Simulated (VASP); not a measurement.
# Co (Im-3m) in VASP: further runs, part 2 of 2

VASP 6.6.1. Earlier steps stand in the parts before.

## 3. Single point, PBEsol, collinear spin, ferromagnetic start (volume scaled by 0.88)

Input file INCAR:

```
PREC = Accurate ; ENCUT = 520
EDIFF = 1E-7 ; ISMEAR = -1
SIGMA = 0.05 ; LREAL = False
LASPH = True ; NELM = 150
ALGO = Normal ; ISIF = 2
LWAVE = False ; LCHARG = False
ISPIN = 2 ; MAGMOM = 1.782
LORBIT = 11 ; LMAXMIX = 4
GGA = PS ; NBANDS = 14
```

Input file KPOINTS:

```
regular mesh
0
Gamma
  18 18 18
```

Input file POSCAR:

```
Co
1.0
   -1.3251324763      1.3251324763      1.3251324763
    1.3251324763     -1.3251324763      1.3251324763
    1.3251324763      1.3251324763     -1.3251324763
Co
1
Direct
    0.0000000000      0.0000000000      0.0000000000
```

Potentials or basis: VASP PAW PBE potentials, release 64 (Co).

Run with:

```
> cat potpaw_PBE.64/Co/POTCAR > POTCAR
> mpirun -np 1 vasp_std > vasp.out
```

OUTCAR:

```text
PREC = Accurate
   ENCUT = 520
   EDIFF = 1E-7
   ISMEAR = -1
   LREAL = False
   LASPH = True
   NELM = 150
   ISIF = 2
   ISPIN = 2
   LORBIT = 11
   GGA = PS

 ion  position               nearest neighbor table
   1  0.000  0.000  0.000-

  LATTYP: Found a body centered cubic cell.
 ALAT       =     2.6502649526

  Lattice vectors:

 A1 = (  -1.3251324763,   1.3251324763,   1.3251324763)
 A2 = (   1.3251324763,  -1.3251324763,   1.3251324763)
 A3 = (   1.3251324763,   1.3251324763,  -1.3251324763)

Analysis of symmetry for initial positions (statically):
=====================================================================
 Subroutine PRICEL returns:
 Original cell was already a primitive cell.

 Routine SETGRP: Setting up the symmetry group for a
 body centered cubic supercell.

 Subroutine GETGRP returns: Found 48 space group operations
 (whereof 48 operations were pure point group operations)
 out of a pool of 48 trial point group operations.

The static configuration has the point symmetry O_h .

Analysis of symmetry for dynamics (positions and initial velocities):
=====================================================================
 Subroutine PRICEL returns:
 Original cell was already a primitive cell.

 Routine SETGRP: Setting up the symmetry group for a
 body centered cubic supercell.

 Subroutine GETGRP returns: Found 48 space group operations
 (whereof 48 operations were pure point group operations)
 out of a pool of 48 trial point group operations.

The dynamic configuration has the point symmetry O_h .

Analysis of structural, dynamic, and magnetic symmetry:
=====================================================================
 Subroutine PRICEL returns:
 Original cell was already a primitive cell.

 Routine SETGRP: Setting up the symmetry group for a
 body centered cubic supercell.

 Subroutine GETGRP returns: Found 48 space group operations
 (whereof 48 operations were pure point group operations)
 out of a pool of 48 trial point group operations.

The overall configuration has the point symmetry O_h .

 Subroutine INISYM returns: Found 48 space group operations
 (whereof 48 operations are pure point group operations),
 and found     1 'primitive' translations

----------------------------------------------------------------------------------------

                                     Primitive cell

  volume of cell :       9.3076

  direct lattice vectors                    reciprocal lattice vectors
    -1.325132476  1.325132476  1.325132476     0.000000000  0.377320765  0.377320765
     1.325132476 -1.325132476  1.325132476     0.377320765  0.000000000  0.377320765
     1.325132476  1.325132476 -1.325132476     0.377320765  0.377320765  0.000000000

  length of vectors
     2.295196776  2.295196776  2.295196776     0.533612144  0.533612144  0.533612144

  position of ions in fractional coordinates (direct lattice)
     0.000000000  0.000000000  0.000000000

  ion indices of the primitive-cell ions
   primitive index   ion index
                 1           1

----------------------------------------------------------------------------------------

 KPOINTS: regular mesh

Automatic generation of k-mesh.
 Grid dimensions read from file:
 generate k-points for:   18   18   18
[... 71 lines left out ...]
   ISYM   =      2    0-nonsym 1-usesym 2-fastsym
   POTIM  = 0.5000    time-step for ionic-motion
   TEBEG  =    0.0;   TEEND  =   0.0 temperature during run
   PSTRESS=    0.0 pullay stress
   NELECT =       9.0000    total number of electrons
   NUPDOWN=      -1.0000    fix difference up-down
   EMIN   =  10.00;   EMAX   =-10.00  energy-range for DOS
   EFERMI =   0.00;   METHOD = LEGACY
   ISMEAR =    -1;   SIGMA  =   0.05  broadening in eV -4-tet -1-fermi 0-gaus
   EFERMI_NEDOS =   21; number of points for ismear=-14 and -15
   IALGO  =     38    algorithm
   IMIX   =      4    mixing-type and parameters
     AMIX     =   0.40;   BMIX     =  1.00
     AMIX_MAG =   1.60;   BMIX_MAG =  1.00
  volume/ion in A,a.u.               =       9.31        62.81
  Fermi-wavevector in a.u.,A,eV,Ry     =   1.618862  3.059205 35.656961  2.620713
  Thomas-Fermi vector in A             =   2.713056
   LORBIT       =     11    0 simple, 1 ext, 2 COOP (PROOUT), +10 PAW based schemes
   GGA     = PS    functional components
   LHFCALC =     F    Hartree Fock is set to
   AEXX    =    0.0000 exact exchange contribution
   IVDW    =     0    specifies the selected vdW correction
   LEPSILON=     F    determine dielectric tensor
   LRPA    =     F    only Hartree local field effects (RPA)
 spin polarized calculation
  energy-cutoff  :      520.00
  volume of cell :        9.31
 maximum number of plane-waves:       258
 NGX is ok and might be reduce to    18
   NGX =  9   NGY =  9   NGZ =  9

 number of electron       9.0000004 magnetization       1.6264875

 Free energy of the ion-electron system (eV)
  ---------------------------------------------------
  ext. energy  EPLUGINS =         0.00000000
  ---------------------------------------------------
  free energy    TOTEN  =        -7.49603841 eV

  energy without entropy =       -7.48547111  energy(sigma->0) =       -7.49075476

 E-fermi :  12.7794     XC(G=0): -14.5119

 val. band max:       12.7791083287   @ k =   0.1111   0.0556   0.0000
 cond. band min:      12.7867855990   @ k =   0.2778   0.0000   0.0000
 fundamental gap:      0.0076772703
 Fermi energy:        12.7794134868

 spin component 1

 k-point     1 :       0.0000    0.0000    0.0000
  band No.  band energies     occupation
      1       2.4899      1.00000
      2       9.4746      1.00000
      3       9.4746      1.00000
      4       9.4746      1.00000
      5      11.0118      1.00000
      6      11.0118      1.00000
      7      39.6550      0.00000
      8      39.6550      0.00000
      9      39.6550      0.00000
     10      46.2061      0.00000
     11      46.2061      0.00000
     12      48.3423      0.00000
     13      49.3932      0.00000
     14      49.3932      0.00000
[... 379 lines left out ...]
      3      10.2917      1.00000
      4      11.0263      1.00000
      5      11.6900      1.00000
      6      14.1260      0.00000
      7      21.6679      0.00000
      8      30.4620      0.00000
      9      34.3639      0.00000
     10      40.3268      0.00000
     11      45.8957      0.00000
     12      48.2992      0.00000
     13      49.3463      0.00000
     14      55.7285      0.00000

 [... further k-points ...]

 spin component 2

 k-point     1 :       0.0000    0.0000    0.0000
  band No.  band energies     occupation
      1       2.6408      1.00000
      2      10.9482      1.00000
      3      10.9482      1.00000
      4      10.9482      1.00000
      5      13.0645      0.00333
      6      13.0645      0.00333
      7      39.5925      0.00000
      8      39.5925      0.00000
      9      39.5925      0.00000
     10      46.3952      0.00000
     11      46.3952      0.00000
     12      49.8837      0.00000
     13      49.8837      0.00000
     14      49.8837      0.00000
[... 379 lines left out ...]
      3      11.3341      1.00000
      4      12.9134      0.06416
      5      13.5388      0.00000
      6      15.3177      0.00000
      7      22.5915      0.00000
      8      30.8092      0.00000
      9      34.7145      0.00000
     10      40.6715      0.00000
     11      46.5382      0.00000
     12      48.7729      0.00000
     13      52.5313      0.00000
     14      56.1485      0.00000

 [... further k-points ...]

------------------------ aborting loop because EDIFF is reached ----------------------------------------

  FORCE on cell =-STRESS in cart. coord.  units (eV):
  Direction    XX          YY          ZZ          XY          YZ          ZX
  --------------------------------------------------------------------------------------
  -------------------------------------------------------------------------------------
  Total        2.2912855      2.2912855      2.2912855     -0.0000000      0.0000000      0.0000000
  in kB      394.4136205    394.4136205    394.4136205     -0.0000000      0.0000000      0.0000000
  external PRESSURE =     394.4136205 kB  Pullay stress =       0.0000000 kB

 VOLUME and BASIS-vectors are now :
 -----------------------------------------------------------------------------
  energy-cutoff  :      520.00
  volume of cell :        9.31
      direct lattice vectors                 reciprocal lattice vectors
    -1.325132476  1.325132476  1.325132476     0.000000000  0.377320765  0.377320765
     1.325132476 -1.325132476  1.325132476     0.377320765  0.000000000  0.377320765
     1.325132476  1.325132476 -1.325132476     0.377320765  0.377320765  0.000000000

 POSITION                                       TOTAL-FORCE (eV/Angst)
 -----------------------------------------------------------------------------------
      0.00000      0.00000      0.00000         0.000000     -0.000000     -0.000000
 -----------------------------------------------------------------------------------
    total drift:                                0.000000      0.000000      0.000000

  FREE ENERGIE OF THE ION-ELECTRON SYSTEM (eV)
  ---------------------------------------------------
  free  energy   TOTEN  =        -7.4960384097 eV

  energy  without entropy=       -7.4854711053  energy(sigma->0) =       -7.49075476

 total charge

# of ion       s       p       d       tot
------------------------------------------
    1        0.559   0.683   7.372   8.614

 magnetization (x)

# of ion       s       p       d       tot
------------------------------------------
    1       -0.005  -0.042   1.663   1.615
```

It used 40 s of CPU time on 1 thread of Intel Xeon 6975P-C, with other jobs on the host.

Results:

| Property | Result |
| --- | --- |
| Free energy | -7.4960 eV |
| Pressure | 39.4 GPa |
| Net moment | 1.63 μB per cell |
| Site moments | Co +1.61 μB |
| Valence electrons inside the program's atomic spheres | Co 8.61 |

Levels at points of the mesh, in eV from the Fermi level:
Spin up:
| k point | band 3 | band 4 | band 5 | band 6 | band 7 | band 8 |
| --- | --- | --- | --- | --- | --- | --- |
| (0.00, 0.00, 0.00) | -3.30 | -3.30 | -1.77 | -1.77 | 26.88 | 26.88 |
| (0.50, 0.00, 0.00) | -1.71 | -1.53 | -0.18 | -0.13 | 7.99 | 19.75 |
| (0.50, 0.50, 0.50) | -0.45 | -0.45 | -0.45 | 10.63 | 10.63 | 10.63 |
Spin down:
```tsv
k point	band 1	band 2	band 3	band 4	band 5	band 6	band 7	band 8	band 9
(0.00, 0.00, 0.00)	-10.14	-1.83	-1.83	-1.83	0.29	0.29	26.81	26.81	26.81
(0.50, 0.00, 0.00)	-5.38	-3.28	-0.05	0.20	0.57	1.60	9.04	19.84	22.87
(0.50, 0.50, 0.50)	-4.93	-4.93	1.25	1.25	1.25	10.86	10.86	10.86	17.93
```

Caveat: the PAW data sets were made with another functional, which shifts forces and pressure a little.

## 4. Single point, PBEsol, collinear spin, ferromagnetic start (volume scaled by 0.92)

Input file INCAR:

```
PREC = Accurate
ENCUT = 520
EDIFF = 1E-7
ISMEAR = -1
SIGMA = 0.05
LREAL = F
LASPH = T
NELM = 150
ALGO = Normal
ISIF = 2
LWAVE = F
LCHARG = F
ISPIN = 2
MAGMOM = 1.782
LORBIT = 11
LMAXMIX = 4
GGA = PS
NBANDS = 14
```

Input file KPOINTS:

```
Automatic mesh
0
Gamma
  18 18 18
```

Input file POSCAR:

```
Co
1.0
   -1.3449134893      1.3449134893      1.3449134893
    1.3449134893     -1.3449134893      1.3449134893
    1.3449134893      1.3449134893     -1.3449134893
Co
1
Direct
    0.0000000000      0.0000000000      0.0000000000
```

Run with:

```
> cat potpaw_PBE.64/Co/POTCAR > POTCAR
> mpirun -np 1 vasp_std > vasp.out
```

It used 38 s of CPU time on 1 thread of Intel Xeon 6975P-C (shared host).

The run converged. Its results:

```yaml
Free_energy: -7.5773 eV
Pressure: 22.7 GPa
Net_moment: 1.65 μB per cell
Site_moments: Co +1.65 μB
Valence_electrons_inside_the_program's_atomic_spheres: Co 8.50
```

Levels at points of the mesh, in eV from the Fermi level:
Spin up:
| k point | band 2 | band 3 | band 4 | band 5 | band 6 | band 7 | band 8 | band 9 |
| --- | --- | --- | --- | --- | --- | --- | --- | --- |
| (0.00, 0.00, 0.00) | -3.22 | -3.22 | -3.22 | -1.80 | -1.80 | 26.43 | 26.43 | 26.43 |
| (0.50, 0.00, 0.00) | -4.42 | -1.74 | -1.58 | -0.25 | -0.18 | 7.53 | 19.35 | 21.68 |
| (0.50, 0.50, 0.50) | -6.01 | -0.55 | -0.55 | -0.55 | 10.28 | 10.28 | 10.28 | 16.51 |
Spin down:
```
           k point  band 1  band 2  band 3  band 4  band 5  band 6  band 7  band 8  band 9
(0.00, 0.00, 0.00)   -9.87   -1.72   -1.72   -1.72    0.29    0.29   26.35   26.35   26.35
(0.50, 0.00, 0.00)   -5.11   -3.08   -0.06    0.19    0.55    1.49    8.57   19.43   22.08
(0.50, 0.50, 0.50)   -4.62   -4.62    1.17    1.17    1.17   10.49   10.49   10.49   17.36
```

Caveat: the PAW data sets were made with another functional, which shifts forces and pressure a little.

## 5. Single point, PBEsol, collinear spin, ferromagnetic start (volume scaled by 0.96)

Input file INCAR:

```
SYSTEM = Co
PREC = Accurate
ENCUT = 520
EDIFF = 1E-6
ISMEAR = -1
SIGMA = 0.05
LREAL = .False.
LASPH = .True.
NELM = 150
ALGO = Normal
ISIF = 2
LWAVE = .False.
LCHARG = .False.
ISPIN = 2
MAGMOM = 1.782
LORBIT = 11
LMAXMIX = 4
GGA = PS
NBANDS = 14
```

Input file KPOINTS:

```
Automatic mesh
0
Gamma
  18 18 18
  0 0 0
```

Input file POSCAR:

```
Co
1.0
   -1.3641291353      1.3641291353      1.3641291353
    1.3641291353     -1.3641291353      1.3641291353
    1.3641291353      1.3641291353     -1.3641291353
Co
1
Direct
    0.0000000000      0.0000000000      0.0000000000
```

Run with:

```
> cat potpaw_PBE.64/Co/POTCAR > POTCAR
> mpirun -np 1 vasp_std > vasp.out
```

It used 37 s of CPU time on 1 thread of Intel Xeon 6975P-C, on a shared host.

Results (log left out):

```
Free energy                                           : -7.6192 eV
Pressure                                              : 9.6 GPa
Net moment                                            : 1.67 μB per cell
Site moments                                          : Co +1.68 μB
Valence electrons inside the program's atomic spheres : Co 8.40
```

Levels at points of the mesh, in eV from the Fermi level:
Spin up:
| k point | band 3 | band 4 | band 5 | band 6 | band 7 | band 8 |
| --- | --- | --- | --- | --- | --- | --- |
| (0.00, 0.00, 0.00) | -3.14 | -3.14 | -1.83 | -1.83 | 26.00 | 26.00 |
| (0.50, 0.00, 0.00) | -1.78 | -1.63 | -0.36 | -0.17 | 7.10 | 18.97 |
| (0.50, 0.50, 0.50) | -0.64 | -0.64 | -0.64 | 9.95 | 9.95 | 9.95 |
Spin down:
| k point | band 1 | band 2 | band 3 | band 4 | band 5 | band 6 | band 7 | band 8 |
| --- | --- | --- | --- | --- | --- | --- | --- | --- |
| (0.00, 0.00, 0.00) | -9.61 | -1.63 | -1.63 | -1.63 | 0.29 | 0.29 | 25.90 | 25.90 |
| (0.50, 0.00, 0.00) | -4.86 | -2.91 | -0.07 | 0.19 | 0.53 | 1.40 | 8.14 | 19.04 |
| (0.50, 0.50, 0.50) | -4.33 | -4.33 | 1.09 | 1.09 | 1.09 | 10.15 | 10.15 | 10.15 |

Caveat: the PAW data sets were made with another functional, which shifts forces and pressure a little.

## 6. Overview

```csv
spin,cell,k mesh,smearing,gap on the mesh (eV),pressure (GPa),moment (μB)
off,"a = 2.361 Å, angles 109.5°, 1 atom",26 × 26 × 26,fermi-dirac 0.1 eV,none,-1.0,-
"collinear, ferromagnetic start","a = 2.295 Å, angles 109.5°, 1 atom",18 × 18 × 18,fermi-dirac 0.05 eV,none,39.4,1.63
"collinear, ferromagnetic start","a = 2.329 Å, angles 109.5°, 1 atom",18 × 18 × 18,fermi-dirac 0.05 eV,none,22.7,1.65
"collinear, ferromagnetic start","a = 2.363 Å, angles 109.5°, 1 atom",18 × 18 × 18,fermi-dirac 0.05 eV,none,9.6,1.67
```

Alike in all rows: task single point; level PBEsol; potentials or basis VASP PAW PBE potentials, release 64 (Co); cutoff (eV) 520.

Caveats: the PAW data sets were made with another functional, which shifts forces and pressure a little.

Total energies depend on the potentials used, so only differences within one code and one set of settings carry meaning.
